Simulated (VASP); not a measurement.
# ZnSe (F-43m) in VASP: notebook

Runs on ZnSe. Level: r2SCAN. Tasks: dielectric tensor.

All numbers are computed with VASP 6.6.1; they aren't measurements. Logs are shortened: lines on timing, memory, paths and dates and some standing lists are left out, and cuts for length are marked.

### 1 The cell of the first run

It takes space group F-43m (No. 216, cubic). The conventional cell has a = 5.495 Å, b = 5.495 Å, c = 5.495 Å, α = 90.00°, β = 90.00°, γ = 90.00°. Within 3.1 Å of Zn (site symmetry -43m) lie 4 Se at 2.38 Å. Se (site symmetry -43m) has 4 Zn at 2.38 Å within 3.1 Å.

### 2 Dielectric tensor, r2SCAN (strain -3.0%)

Contents of INCAR:

```
SYSTEM = ZnSe
ALGO = Normal ; EDIFF = 1E-8
ENCUT = 520 ; ISIF = 2
ISMEAR = 0 ; LASPH = .TRUE.
LCALCEPS = .TRUE. ; LCHARG = .FALSE.
LMIXTAU = .TRUE. ; LREAL = .FALSE.
LWAVE = .FALSE. ; METAGGA = R2SCAN
NELM = 60 ; PREC = Accurate
SIGMA = 0.01
```

Contents of KPOINTS:

```
k-points
0
G
  6 6 6
  0 0 0
```

Contents of POSCAR:

```
ZnSe
1.0
    0.0000000000      2.7474480639      2.7474480639
    2.7474480639      0.0000000000      2.7474480639
    2.7474480639      2.7474480639      0.0000000000
Zn Se
1 1
Direct
    0.0000000000      0.0000000000      0.0000000000
    0.2500000000      0.2500000000      0.2500000000
```

Potentials or basis: VASP PAW PBE potentials, release 64 (Zn, Se).

Started as:

```sh
> cat potpaw_PBE.64/Zn/POTCAR potpaw_PBE.64/Se/POTCAR > POTCAR
> mpirun -np 1 vasp_std > vasp.out
```

OUTCAR:

```text
SYSTEM = ZnSe
   EDIFF = 1E-8
   ENCUT = 520
   ISIF = 2
   ISMEAR = 0
   LASPH = .TRUE.
   LREAL = .FALSE.
   METAGGA = R2SCAN
   NELM = 60
   PREC = Accurate

 ion  position               nearest neighbor table
   1  0.000  0.000  0.000-   2 2.38   2 2.38   2 2.38   2 2.38
   2  0.250  0.250  0.250-   1 2.38   1 2.38   1 2.38   1 2.38

  LATTYP: Found a face centered cubic cell.
 ALAT       =     5.4948961278

  Lattice vectors:

 A1 = (   0.0000000000,   2.7474480639,   2.7474480639)
 A2 = (   2.7474480639,   0.0000000000,   2.7474480639)
 A3 = (   2.7474480639,   2.7474480639,   0.0000000000)

Analysis of symmetry for initial positions (statically):
=====================================================================
 Subroutine PRICEL returns:
 Original cell was already a primitive cell.

 Routine SETGRP: Setting up the symmetry group for a
 face centered cubic supercell.

 Subroutine GETGRP returns: Found 24 space group operations
 (whereof 24 operations were pure point group operations)
 out of a pool of 48 trial point group operations.

The static configuration has the point symmetry T_d .

Analysis of symmetry for dynamics (positions and initial velocities):
=====================================================================
 Subroutine PRICEL returns:
 Original cell was already a primitive cell.

 Routine SETGRP: Setting up the symmetry group for a
 face centered cubic supercell.

 Subroutine GETGRP returns: Found 24 space group operations
 (whereof 24 operations were pure point group operations)
 out of a pool of 48 trial point group operations.

The dynamic configuration has the point symmetry T_d .

 Subroutine INISYM returns: Found 24 space group operations
 (whereof 24 operations are pure point group operations),
 and found     1 'primitive' translations

----------------------------------------------------------------------------------------

                                     Primitive cell

  volume of cell :      41.4781

  direct lattice vectors                    reciprocal lattice vectors
     0.000000000  2.747448064  2.747448064    -0.181987062  0.181987062  0.181987062
     2.747448064  0.000000000  2.747448064     0.181987062 -0.181987062  0.181987062
     2.747448064  2.747448064  0.000000000     0.181987062  0.181987062 -0.181987062

  length of vectors
     3.885478314  3.885478314  3.885478314     0.315210837  0.315210837  0.315210837

  position of ions in fractional coordinates (direct lattice)
     0.000000000  0.000000000  0.000000000
     0.250000000  0.250000000  0.250000000

  ion indices of the primitive-cell ions
   primitive index   ion index
                 1           1
                 2           2

----------------------------------------------------------------------------------------

 KPOINTS: k-points

Automatic generation of k-mesh.
 Grid dimensions read from file:
 generate k-points for:    6    6    6

 Generating k-lattice:

  Cartesian coordinates                     Fractional coordinates (reciprocal lattice)
    -0.030331177  0.030331177  0.030331177     0.166666667  0.000000000  0.000000000
     0.030331177 -0.030331177  0.030331177     0.000000000  0.166666667  0.000000000
     0.030331177  0.030331177 -0.030331177     0.000000000  0.000000000  0.166666667

  Length of vectors
     0.052535139  0.052535139  0.052535139

  Shift w.r.t. Gamma in fractional coordinates (k-lattice)
     0.000000000  0.000000000  0.000000000

 Subroutine IBZKPT returns following result:
 ===========================================

 Found     16 irreducible k-points:

 Following reciprocal coordinates:
            Coordinates               Weight
  0.000000  0.000000  0.000000      1.000000
  0.166667  0.000000  0.000000      8.000000
  0.333333  0.000000  0.000000      8.000000
  0.500000  0.000000  0.000000      4.000000
  0.166667  0.166667  0.000000      6.000000
  0.333333  0.166667  0.000000     24.000000
[... 8 lines left out ...]
 -0.333333  0.333333  0.166667     24.000000
 -0.333333  0.500000  0.166667     12.000000
   k-points           NKPTS =     16   k-points in BZ     NKDIM =     16   number of bands    NBANDS=     13
   number of dos      NEDOS =    301   number of ions     NIONS =      2
   total plane-waves  NPLWV =  27000
   dimension x,y,z NGX =    30 NGY =   30 NGZ =   30
   dimension x,y,z NGXF=    60 NGYF=   60 NGZF=   60
   ions per type =               1   1
   NGX,Y,Z   is equivalent  to a cutoff of  12.84, 12.84, 12.84 a.u.
   NGXF,Y,Z  is equivalent  to a cutoff of  25.67, 25.67, 25.67 a.u.
 SYSTEM =  ZnSe
   PREC   = accura    normal or accurate (medium, high low for compatibility)
   ISTART =      0    job   : 0-new  1-cont  2-samecut
   ICHARG =      2    charge: 1-file 2-atom 10-const
   ISPIN  =      1    spin polarized calculation?
   LNONCOLLINEAR =      F non collinear calculations
   LSORBIT =      F    spin-orbit coupling
   LASPH  =      T    aspherical Exc in radial PAW
   ENCUT  =  520.0 eV  38.22 Ry    6.18 a.u.   7.22  7.22  7.22*2*pi/ulx,y,z
   NELM   =     60;   NELMIN=  2; NELMDL= -5     # of ELM steps
   EDIFF  = 0.1E-07   stopping-criterion for ELM
   LREAL  =      F    real-space projection
   EDIFFG = 0.1E-06   stopping-criterion for IOM
   NSW    =      0    number of steps for IOM
   IBRION =     -1    ionic relax: 0-MD 1-quasi-New 2-CG
   NFREE  =      0    steps in history (QN), initial steepest desc. (CG)
   ISIF   =      2    stress and relaxation
   ISYM   =      2    0-nonsym 1-usesym 2-fastsym
   POTIM  = 0.5000    time-step for ionic-motion
   TEBEG  =    0.0;   TEEND  =   0.0 temperature during run
   PSTRESS=    0.0 pullay stress
   NELECT =      18.0000    total number of electrons
   NUPDOWN=      -1.0000    fix difference up-down
   EMIN   =  10.00;   EMAX   =-10.00  energy-range for DOS
   EFERMI =   0.00;   METHOD = LEGACY
   ISMEAR =     0;   SIGMA  =   0.01  broadening in eV -4-tet -1-fermi 0-gaus
   EFERMI_NEDOS =   21; number of points for ismear=-14 and -15
   IALGO  =     38    algorithm
   IMIX   =      4    mixing-type and parameters
     AMIX     =   0.40;   BMIX     =  1.00
     AMIX_MAG =   1.60;   BMIX_MAG =  1.00
  volume/ion in A,a.u.               =      20.74       139.95
  Fermi-wavevector in a.u.,A,eV,Ry     =   1.239442  2.342206 20.901491  1.536216
  Thomas-Fermi vector in A             =   2.373925
   LORBIT       =      0    0 simple, 1 ext, 2 COOP (PROOUT), +10 PAW based schemes
   METAGGA = R2SCAN    functional components
   LHFCALC =     F    Hartree Fock is set to
   AEXX    =    0.0000 exact exchange contribution
   IVDW    =     0    specifies the selected vdW correction
   LEPSILON=     F    determine dielectric tensor
   LRPA    =     F    only Hartree local field effects (RPA)
   LRPA       =     F
 non-spin polarized calculation
 Gauss-broadening in eV      SIGMA  =   0.01
  energy-cutoff  :      520.00
  volume of cell :       41.48
 maximum number of plane-waves:      1139
 NGX is ok and might be reduce to    30
   NGX = 15   NGY = 15   NGZ = 15

 number of electron      17.9999997 magnetization

 Free energy of the ion-electron system (eV)
  ---------------------------------------------------
  ext. energy  EPLUGINS =         0.00000000
  ---------------------------------------------------
  free energy    TOTEN  =       -24.81892930 eV

  energy without entropy =      -24.81892930  energy(sigma->0) =      -24.81892930

 E-fermi :   2.1970     XC(G=0): -10.3814

 val. band max:        2.1502639081   @ k =   0.0000   0.0000   0.0000
 cond. band min:   10000.0000000000   @ k =   0.0000   0.0000   0.0000
 fundamental gap:   9997.8497360919
 Fermi energy:         2.1970019092

 k-point     1 :       0.0000    0.0000    0.0000
  band No.  band energies     occupation
      1     -12.2307      2.00000
      2      -4.9305      2.00000
      3      -4.9300      2.00000
      4      -4.9295      2.00000
      5      -4.4246      2.00000
      6      -4.4246      2.00000
      7       2.1501      2.00000
      8       2.1502      2.00000
      9       2.1503      2.00000
     10   10000.0000      0.00000
     11   10000.0000      0.00000
     12   10000.0000      0.00000
     13   10000.0000      0.00000
[... 354 lines left out ...]
  band No.  band energies     occupation
      1     -11.5414      2.00000
      2      -4.9113      2.00000
      3      -4.7934      2.00000
      4      -4.7776      2.00000
      5      -4.4431      2.00000
      6      -4.3958      2.00000
      7      -1.5807      2.00000
      8       0.6766      2.00000
      9       0.7671      2.00000
     10   10000.0000      0.00000
     11   10000.0000      0.00000
     12   10000.0000      0.00000
     13   10000.0000      0.00000

 [... further k-points ...]

------------------------ aborting loop because EDIFF is reached ----------------------------------------

            Ionic dipole moment: p[ion]=(     8.24234     8.24234     8.24234 ) |e| Angst

 Total electronic dipole moment: p[elc]=(     0.00724     0.00724     0.01909 ) |e| Angst

 MACROSCOPIC STATIC DIELECTRIC TENSOR (including local field effects)
 ------------------------------------------------------
           6.174323    -0.000000    -0.000000
           0.000000     6.174323    -0.000000
          -0.000000     0.000000     6.174323
 ------------------------------------------------------

 PIEZOELECTRIC TENSOR (including local field effects) (e Angst)
          XX          YY          ZZ          XY          YZ          ZX
  --------------------------------------------------------------------------------
  x     0.00000     0.00000     0.00000    -0.00000    -1.67555    -0.00000
  y     0.00000    -0.00000     0.00000     0.00000     0.00000    -1.67555
  z     0.00000     0.00000     0.00000    -1.67555    -0.00000     0.00000

 PIEZOELECTRIC TENSOR (including local field effects) (C/m^2)
          XX          YY          ZZ          XY          YZ          ZX
  --------------------------------------------------------------------------------
  x     0.00000     0.00000     0.00000    -0.00000    -0.64722    -0.00000
  y     0.00000    -0.00000     0.00000     0.00000     0.00000    -0.64722
  z     0.00000     0.00000     0.00000    -0.64722    -0.00000     0.00000

 BORN EFFECTIVE CHARGES (including local field effects) (in |e|, cummulative output)
 ---------------------------------------------------------------------------------
 ion    1
    1     1.90431     0.00000     0.00000
    2     0.00000     1.90431    -0.00000
    3     0.00000     0.00000     1.90431
 ion    2
    1    -1.90431     0.00000     0.00000
    2     0.00000    -1.90431    -0.00000
    3     0.00000    -0.00000    -1.90431

  FORCE on cell =-STRESS in cart. coord.  units (eV):
  Direction    XX          YY          ZZ          XY          YZ          ZX
  --------------------------------------------------------------------------------------
  -------------------------------------------------------------------------------------
  Total        1.9534564      1.9534564      1.9534564      0.0000000      0.0000000     -0.0000000
  in kB       75.4563581     75.4563581     75.4563581      0.0000000      0.0000000     -0.0000000
  external PRESSURE =      75.4563581 kB  Pullay stress =       0.0000000 kB

 VOLUME and BASIS-vectors are now :
 -----------------------------------------------------------------------------
  energy-cutoff  :      520.00
  volume of cell :       41.48
      direct lattice vectors                 reciprocal lattice vectors
     0.000000000  2.747448064  2.747448064    -0.181987062  0.181987062  0.181987062
     2.747448064  0.000000000  2.747448064     0.181987062 -0.181987062  0.181987062
     2.747448064  2.747448064  0.000000000     0.181987062  0.181987062 -0.181987062

 POSITION                                       TOTAL-FORCE (eV/Angst)
 -----------------------------------------------------------------------------------
      0.00000      0.00000      0.00000         0.000000      0.000000      0.000000
      1.37372      1.37372      1.37372        -0.000000     -0.000000     -0.000000
 -----------------------------------------------------------------------------------
    total drift:                                0.000027      0.000027      0.000027

  FREE ENERGIE OF THE ION-ELECTRON SYSTEM (eV)
  ---------------------------------------------------
  free  energy   TOTEN  =       -24.8189292961 eV

  energy  without entropy=      -24.8189292961  energy(sigma->0) =      -24.81892930
```

Wall time 17 min (1 thread of Intel Xeon 6975P-C (Granite Rapids), shared host); peak memory 0.3 GiB.

What came out:

* Band gap on the k mesh: 2.28 eV
* Electronic dielectric tensor (diagonal): 6.17
* Born charges (mean of the diagonal): Zn +1.90; Se -1.90 e

Levels at points of the mesh, in eV from the valence-band top:
```
           k point  band 7  band 8  band 9  band 10  band 11  band 12
(0.00, 0.00, 0.00)    0.00    0.00    0.00     2.28     6.26     6.26
(0.50, 0.00, 0.00)   -5.96   -1.03   -1.03     3.22     6.82     6.82
(0.50, 0.50, 0.00)   -5.22   -2.60   -2.60     3.11     3.84    12.29
```

Electronic dielectric tensor:
```
6.17 0.00 0.00
0.00 6.17 0.00
0.00 0.00 6.17
```

Born effective charge tensors (e):
atom 1, Zn
```
1.90 0.00 0.00
0.00 1.90 0.00
0.00 0.00 1.90
```
atom 2, Se
```
-1.90  0.00  0.00
 0.00 -1.90  0.00
 0.00  0.00 -1.90
```

Dipole moments of the cell (e·Å, modulo the quantum): ionic 8.242, 8.242, 8.242; electronic 0.007, 0.007, 0.019

Caveat: the cell differs from its parent crystal (strain -3.0%); the PAW data sets were made with another functional, which shifts forces and pressure a little.

[end of part 1 of 2]
